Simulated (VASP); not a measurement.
# Zn5Se3S2 (I-4m2) in VASP: single point with PBE

Aim: the single point of Zn5Se3S2 with PBE.

All numbers are computed with VASP 6.6.1; they aren't measurements. Logs are shortened: lines on timing, memory, paths and dates and some standing lists are left out, and cuts for length are marked.

## Step 1: The cell of the first run

It takes space group I-4m2 (No. 119, tetragonal). The conventional cell has a = 3.971 Å, b = 3.971 Å, c = 28.074 Å, α = 90.00°, β = 90.00°, γ = 90.00°. Within 3.3 Å of Zn (site symmetry -4m2) lie 4 Se at 2.47 Å. Zn (site symmetry 2mm) has 2 S at 2.38 Å and 2 Se at 2.47 Å within 3.1 Å. Within 3.1 Å of Zn (site symmetry 2mm) lie 2 S at 2.38 Å and 2 Se at 2.46 Å. Se (site symmetry 2mm) has 4 Zn at 2.47 Å within 3.3 Å. Within 3.3 Å of Se (site symmetry -4m2) lie 4 Zn at 2.46 Å. S (site symmetry 2mm) has 4 Zn at 2.38 Å within 3.1 Å.

## Step 2: Single point, PBE

INCAR

```
PREC = Accurate ; ENCUT = 520
EDIFF = 1E-7 ; ISMEAR = 0
SIGMA = 0.1 ; LREAL = False
LASPH = True ; NELM = 100
ALGO = Normal ; ISIF = 2
LWAVE = False ; LCHARG = False
GGA = PE ; NBANDS = 56
```

KPOINTS

```
Automatic mesh
0
Gamma
  4 4 4
```

POSCAR

```
Zn5Se3S2
1.0
    0.0000000000     -3.9709586233      0.0000000000
    3.9709586233      0.0000000000      0.0000000000
   -1.9854793117      1.9854793117     14.0370092759
Zn Se S
5 3 2
Direct
    0.2500000000      0.7500000000      0.5000000000
    0.8542227464      0.3542227464      0.7084454927
    0.4479697846      0.9479697846      0.8959395692
    0.0520302154      0.5520302154      0.1040604308
    0.6457772536      0.1457772536      0.2915545073
    0.1979019860      0.1979019860      0.3958039720
    0.8020980140      0.8020980140      0.6041960280
    1.0000000000      0.0000000000      1.0000000000
    0.5989073866      0.5989073866      0.1978147732
    0.4010926134      0.4010926134      0.8021852268
```

Potentials or basis: VASP PAW PBE potentials, release 64 (Zn, Se, S).

The run is started by

```bash
> cat potpaw_PBE.64/Zn/POTCAR potpaw_PBE.64/Se/POTCAR potpaw_PBE.64/S/POTCAR > POTCAR
> mpirun -np 1 vasp_std > vasp.out
```

OUTCAR:

```text
PREC = Accurate
   ENCUT = 520
   EDIFF = 1E-7
   ISMEAR = 0
   LREAL = False
   LASPH = True
   NELM = 100
   ISIF = 2
   GGA = PE

 ion  position               nearest neighbor table
   1  0.250  0.750  0.500-   7 2.47   6 2.47   7 2.47   6 2.47
   2  0.854  0.354  0.708-  10 2.38  10 2.38   7 2.47   7 2.47
   3  0.448  0.948  0.896-  10 2.38  10 2.38   8 2.46   8 2.46
   4  0.052  0.552  0.104-   9 2.38   9 2.38   8 2.46   8 2.46
   5  0.646  0.146  0.292-   9 2.38   9 2.38   6 2.47   6 2.47
   6  0.198  0.198  0.396-   1 2.47   1 2.47   5 2.47   5 2.47
   7  0.802  0.802  0.604-   1 2.47   1 2.47   2 2.47   2 2.47
   8  0.000  0.000  0.000-   4 2.46   3 2.46   4 2.46   3 2.46
   9  0.599  0.599  0.198-   5 2.38   5 2.38   4 2.38   4 2.38
  10  0.401  0.401  0.802-   2 2.38   2 2.38   3 2.38   3 2.38

  LATTYP: Found a body centered tetragonal cell.
 ALAT       =     3.9709586233
 C/A-ratio  =     7.0698340665

  Lattice vectors:

 A1 = (  -1.9854793116,  -1.9854793117, -14.0370092759)
 A2 = (   1.9854793117,   1.9854793116, -14.0370092759)
 A3 = (   1.9854793116,  -1.9854793116,  14.0370092759)

Analysis of symmetry for initial positions (statically):
=====================================================================
 Subroutine PRICEL returns:
 Original cell was already a primitive cell.

 Routine SETGRP: Setting up the symmetry group for a
 body centered tetragonal supercell.

 Subroutine GETGRP returns: Found  8 space group operations
 (whereof  8 operations were pure point group operations)
 out of a pool of 16 trial point group operations.

The static configuration has the point symmetry D_2d.

Analysis of symmetry for dynamics (positions and initial velocities):
=====================================================================
 Subroutine PRICEL returns:
 Original cell was already a primitive cell.

 Routine SETGRP: Setting up the symmetry group for a
 body centered tetragonal supercell.

 Subroutine GETGRP returns: Found  8 space group operations
 (whereof  8 operations were pure point group operations)
 out of a pool of 16 trial point group operations.

The dynamic configuration has the point symmetry D_2d.

 Subroutine INISYM returns: Found  8 space group operations
 (whereof  8 operations are pure point group operations),
 and found     1 'primitive' translations

----------------------------------------------------------------------------------------

                                     Primitive cell

  volume of cell :     221.3428

  direct lattice vectors                    reciprocal lattice vectors
     0.000000000 -3.970958623  0.000000000     0.000000000 -0.251828361  0.035620123
     3.970958623  0.000000000  0.000000000     0.251828361  0.000000000  0.035620123
    -1.985479312  1.985479312 14.037009276     0.000000000  0.000000000  0.071240246

  length of vectors
     3.970958623  3.970958623 14.315092930     0.254335047  0.254335047  0.071240246

  position of ions in fractional coordinates (direct lattice)
     0.250000000  0.750000000  0.500000000
     0.854222746  0.354222746  0.708445493
     0.447969785  0.947969785  0.895939569
     0.052030215  0.552030215  0.104060431
     0.645777254  0.145777254  0.291554507
     0.197901986  0.197901986  0.395803972
     0.802098014  0.802098014  0.604196028
     0.000000000  0.000000000  0.000000000
     0.598907387  0.598907387  0.197814773
     0.401092613  0.401092613  0.802185227

  ion indices of the primitive-cell ions
   primitive index   ion index
                 1           1
                 2           2
                 3           3
                 4           4
                 5           5
                 6           6
                 7           7
                 8           8
                 9           9
                10          10

----------------------------------------------------------------------------------------

 KPOINTS: Automatic mesh

Automatic generation of k-mesh.
 Grid dimensions read from file:
 generate k-points for:    4    4    4

 Generating k-lattice:

  Cartesian coordinates                     Fractional coordinates (reciprocal lattice)
     0.000000000 -0.062957090  0.008905031     0.250000000  0.000000000  0.000000000
     0.062957090  0.000000000  0.008905031     0.000000000  0.250000000  0.000000000
     0.000000000  0.000000000  0.017810062     0.000000000  0.000000000  0.250000000

  Length of vectors
     0.063583762  0.063583762  0.017810062

  Shift w.r.t. Gamma in fractional coordinates (k-lattice)
     0.000000000  0.000000000  0.000000000

 Subroutine IBZKPT returns following result:
 ===========================================

 Found     13 irreducible k-points:

 Following reciprocal coordinates:
            Coordinates               Weight
  0.000000  0.000000  0.000000      1.000000
  0.250000  0.000000  0.000000      8.000000
  0.500000  0.000000  0.000000      4.000000
  0.250000  0.250000  0.000000      8.000000
  0.500000  0.250000  0.000000     16.000000
 -0.250000  0.250000  0.000000      4.000000
  0.500000  0.500000  0.000000      2.000000
  0.000000  0.000000  0.250000      2.000000
  0.250000  0.000000  0.250000      8.000000
  0.500000  0.000000  0.250000      4.000000
  0.250000  0.250000  0.250000      4.000000
  0.500000  0.500000  0.250000      2.000000
  0.000000  0.000000  0.500000      1.000000
   k-points           NKPTS =     13   k-points in BZ     NKDIM =     13   number of bands    NBANDS=     56
   number of dos      NEDOS =    301   number of ions     NIONS =     10
   total plane-waves  NPLWV =  97200
   dimension x,y,z NGX =    30 NGY =   30 NGZ =  108
   dimension x,y,z NGXF=    60 NGYF=   60 NGZF=  216
   ions per type =               5   3   2
   NGX,Y,Z   is equivalent  to a cutoff of  12.56, 12.56, 12.54 a.u.
   NGXF,Y,Z  is equivalent  to a cutoff of  25.12, 25.12, 25.08 a.u.
 SYSTEM =  unknown system
   PREC   = accura    normal or accurate (medium, high low for compatibility)
   ISTART =      0    job   : 0-new  1-cont  2-samecut
   ICHARG =      2    charge: 1-file 2-atom 10-const
   ISPIN  =      1    spin polarized calculation?
   LNONCOLLINEAR =      F non collinear calculations
   LSORBIT =      F    spin-orbit coupling
   LASPH  =      T    aspherical Exc in radial PAW
   ENCUT  =  520.0 eV  38.22 Ry    6.18 a.u.   7.38  7.38 26.62*2*pi/ulx,y,z
   NELM   =    100;   NELMIN=  2; NELMDL= -5     # of ELM steps
   EDIFF  = 0.1E-06   stopping-criterion for ELM
   LREAL  =      F    real-space projection
   EDIFFG = 0.1E-05   stopping-criterion for IOM
   NSW    =      0    number of steps for IOM
   IBRION =     -1    ionic relax: 0-MD 1-quasi-New 2-CG
   NFREE  =      0    steps in history (QN), initial steepest desc. (CG)
   ISIF   =      2    stress and relaxation
   ISYM   =      2    0-nonsym 1-usesym 2-fastsym
   POTIM  = 0.5000    time-step for ionic-motion
   TEBEG  =    0.0;   TEEND  =   0.0 temperature during run
   PSTRESS=    0.0 pullay stress
   NELECT =      90.0000    total number of electrons
   NUPDOWN=      -1.0000    fix difference up-down
   EMIN   =  10.00;   EMAX   =-10.00  energy-range for DOS
   EFERMI =   0.00;   METHOD = LEGACY
   ISMEAR =     0;   SIGMA  =   0.10  broadening in eV -4-tet -1-fermi 0-gaus
   EFERMI_NEDOS =   21; number of points for ismear=-14 and -15
   IALGO  =     38    algorithm
   IMIX   =      4    mixing-type and parameters
     AMIX     =   0.40;   BMIX     =  1.00
     AMIX_MAG =   1.60;   BMIX_MAG =  1.00
  volume/ion in A,a.u.               =      22.13       149.37
  Fermi-wavevector in a.u.,A,eV,Ry     =   1.212832  2.291920 20.013638  1.470961
  Thomas-Fermi vector in A             =   2.348303
   LORBIT       =      0    0 simple, 1 ext, 2 COOP (PROOUT), +10 PAW based schemes
   GGA     = PE    functional components
   LHFCALC =     F    Hartree Fock is set to
   AEXX    =    0.0000 exact exchange contribution
   IVDW    =     0    specifies the selected vdW correction
   LEPSILON=     F    determine dielectric tensor
   LRPA    =     F    only Hartree local field effects (RPA)
 non-spin polarized calculation
 Gauss-broadening in eV      SIGMA  =   0.10
  energy-cutoff  :      520.00
  volume of cell :      221.34
 maximum number of plane-waves:      6028
 NGX is ok and might be reduce to    30
   NGX = 15   NGY = 15   NGZ = 53

 number of electron      89.9999999 magnetization

 Free energy of the ion-electron system (eV)
  ---------------------------------------------------
  ext. energy  EPLUGINS =         0.00000000
  ---------------------------------------------------
  free energy    TOTEN  =       -31.61473031 eV

  energy without entropy =      -31.61473031  energy(sigma->0) =      -31.61473031

 E-fermi :   2.0722     XC(G=0):  -9.3098

 val. band max:        1.6145320626   @ k =   0.0000   0.0000   0.0000
 cond. band min:       3.0163693645   @ k =   0.0000   0.0000   0.0000
 fundamental gap:      1.4018373019
 Fermi energy:         2.0721607924

 k-point     1 :       0.0000    0.0000    0.0000
  band No.  band energies     occupation
      1     -11.4640      2.00000
      2     -11.1497      2.00000
      3     -11.1180      2.00000
      4     -10.5261      2.00000
      5     -10.5115      2.00000
      6      -4.8570      2.00000
[... 48 lines left out ...]
     55       7.6100      0.00000
     56       7.6192      0.00000

 k-point     2 :       0.2500    0.0000    0.0000
  band No.  band energies     occupation
      1     -11.2020      2.00000
      2     -11.0049      2.00000
      3     -10.8864      2.00000
      4     -10.5427      2.00000
      5     -10.4659      2.00000
      6      -4.8028      2.00000
[... 48 lines left out ...]
     55       7.9815      0.00000
     56       8.0228      0.00000
[... 588 lines left out ...]
     55       7.1467      0.00000
     56       8.8207      0.00000

 k-point    13 :       0.0000    0.0000    0.5000
  band No.  band energies     occupation
      1     -11.3881      2.00000
      2     -11.3635      2.00000
      3     -10.8120      2.00000
      4     -10.8053      2.00000
      5     -10.4002      2.00000
      6      -4.8550      2.00000
[... 48 lines left out ...]
     55       7.1325      0.00000
     56       8.0059      0.00000

------------------------ aborting loop because EDIFF is reached ----------------------------------------

  FORCE on cell =-STRESS in cart. coord.  units (eV):
  Direction    XX          YY          ZZ          XY          YZ          ZX
  --------------------------------------------------------------------------------------
  -------------------------------------------------------------------------------------
  Total        0.6233003      0.6233003      0.1265294      0.0000000      0.0000000     -0.0000000
  in kB        4.5117248      4.5117248      0.9158764      0.0000000      0.0000000     -0.0000000
  external PRESSURE =       3.3131087 kB  Pullay stress =       0.0000000 kB

 VOLUME and BASIS-vectors are now :
 -----------------------------------------------------------------------------
  energy-cutoff  :      520.00
  volume of cell :      221.34
      direct lattice vectors                 reciprocal lattice vectors
     0.000000000 -3.970958623  0.000000000     0.000000000 -0.251828361  0.035620123
     3.970958623  0.000000000  0.000000000     0.251828361  0.000000000  0.035620123
    -1.985479312  1.985479312 14.037009276     0.000000000  0.000000000  0.071240246

 POSITION                                       TOTAL-FORCE (eV/Angst)
 -----------------------------------------------------------------------------------
      1.98548      0.00000      7.01850        -0.000000     -0.000000      0.000000
      0.00000     -1.98548      9.94446        -0.000000      0.000000      0.006163
      1.98548      0.00000     12.57631         0.000000     -0.000000     -0.005943
      1.98548      0.00000      1.46070        -0.000000      0.000000      0.005943
     -0.00000     -1.98548      4.09255         0.000000     -0.000000     -0.006163
     -0.00000      0.00000      5.55590         0.000000     -0.000000     -0.000034
      1.98548     -1.98548      8.48111        -0.000000      0.000000      0.000034
      0.00000      0.00000      0.00000        -0.000000     -0.000000      0.000000
      1.98548     -1.98548      2.77673        -0.000000      0.000000      0.000351
     -0.00000      0.00000     11.26028         0.000000     -0.000000     -0.000351
 -----------------------------------------------------------------------------------
    total drift:                               -0.000015     -0.000015     -0.000000

  FREE ENERGIE OF THE ION-ELECTRON SYSTEM (eV)
  ---------------------------------------------------
  free  energy   TOTEN  =       -31.6147303068 eV

  energy  without entropy=      -31.6147303068  energy(sigma->0) =      -31.61473031
```

Wall time 6.9 min (1 thread of Intel Xeon 8259CL, shared host); peak memory 0.37 GiB.

Results:

| Property | Result |
| --- | --- |
| Free energy | -31.6147 eV |
| Pressure | 0.3 GPa |
| Largest force | 0.006 eV/Å |
| Band gap on the k mesh | 1.40 eV |

Forces on the atoms (eV/Å):
```
Zn   0.000  0.000  0.000
Zn   0.000  0.000  0.006
Zn   0.000  0.000 -0.006
Zn   0.000  0.000  0.006
Zn   0.000  0.000 -0.006
Se   0.000  0.000  0.000
Se   0.000  0.000  0.000
Se   0.000  0.000  0.000
S    0.000  0.000  0.000
S    0.000  0.000  0.000
```

Levels at points of the mesh, in eV from the valence-band top:
```
           k point  band 43  band 44  band 45  band 46  band 47  band 48
(0.00, 0.00, 0.00)    -0.08     0.00     0.00     1.40     3.28     3.30
(0.50, 0.00, 0.00)    -0.63    -0.61    -0.59     2.69     3.23     3.29
(0.50, 0.50, 0.00)    -2.25    -2.14    -2.05     3.09     3.63     3.69
(0.00, 0.00, 0.50)    -0.33    -0.19    -0.19     2.36     2.38     3.19
```

A k mesh can miss the band edges.
